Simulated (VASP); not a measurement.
A run of VASP 6.6.1 is set up as follows.

INCAR

```
SYSTEM = MgO
  ALGO = Normal
  EDIFF = 1E-6
  ENCUT = 520
  GGA = PS
  ISIF = 2
  ISMEAR = 0
  LASPH = .TRUE.
  LCHARG = .TRUE.
  LELF = .TRUE.
  LREAL = .FALSE.
  LVHAR = .TRUE.
  LWAVE = .FALSE.
  NBANDS = 11
  NELM = 80
  PREC = Accurate
  SIGMA = 0.05
```

File KPOINTS:

```
k-points
0
G
  14 14 14
  0 0 0
```

File POSCAR:

```
MgO
1.0
    0.0000000000      2.1563694919      2.1563694919
    2.1563694919      0.0000000000      2.1563694919
    2.1563694919      2.1563694919      0.0000000000
Mg O
1 1
Direct
    0.0000000000      0.0000000000      0.0000000000
    0.5000000000      0.5000000000      0.5000000000
```

Potentials or basis: VASP PAW PBE potentials, release 64 (Mg, O).

The run is started by

```console
$ cat potpaw_PBE.64/Mg/POTCAR potpaw_PBE.64/O/POTCAR > POTCAR
$ mpirun -np 1 vasp_std > vasp.out
```

(1) Predict the band gap on the k mesh.

(2) Predict the pressure.

## Answers

(1) 3.98 eV, direct.

(2) -10.1 GPa.

Caveat: the PAW data sets were made with another functional, which shifts forces and pressure a little.
